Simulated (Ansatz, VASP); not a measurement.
One calculation of CrI, two programs

```xyz
2
Lattice="3.7782 0.0000 0.0000 0.0000 3.7782 0.0000 0.0000 0.0000 3.7782" Properties=species:S:1:pos:R:3 pbc="T T T"
Cr    0.0000    0.0000    0.0000
I     1.8891    1.8891    1.8891
```

Alike in both runs: functional PBE; k mesh 14 × 14 × 14; occupations gaussian, width 0.1 eV; collinear spin.

Ansatz relaxed the structure, and its values are those at the end. VASP's run is a single point on that final structure, the one shown.

|  | VASP | Ansatz |
| --- | --- | --- |
| version | VASP 6.6.1 | Ansatz 0.2.0 |
| potentials or method | VASP PAW PBE potentials, release 64 (Cr_pv, I), cutoff 520 eV | scalar-relativistic, plane waves, PAW |
| valence electrons in the cell | 19 | 31 |

|  | VASP | Ansatz | Ansatz less VASP |
| --- | --- | --- | --- |
| gap on the k mesh at the Fermi level (eV) | none | none | - |
| pressure (GPa) | 0.0 | 0.0 | +0.03 |
| net moment per atom (μB) | 2.47 | 2.47 | 0.000 |
| size of the moment on the site where the two differ most (μB) | 4.22 | 4.47 | +0.245 |

Site moments also hang on the region over which each program counts them. A gap of «none» marks a metal or a gap that the smearing closes. VASP's potentials hold 19 valence electrons a cell and Ansatz's 31, so a difference there can come from the potentials and not from the codes.

Neither program's run includes spin-orbit coupling.
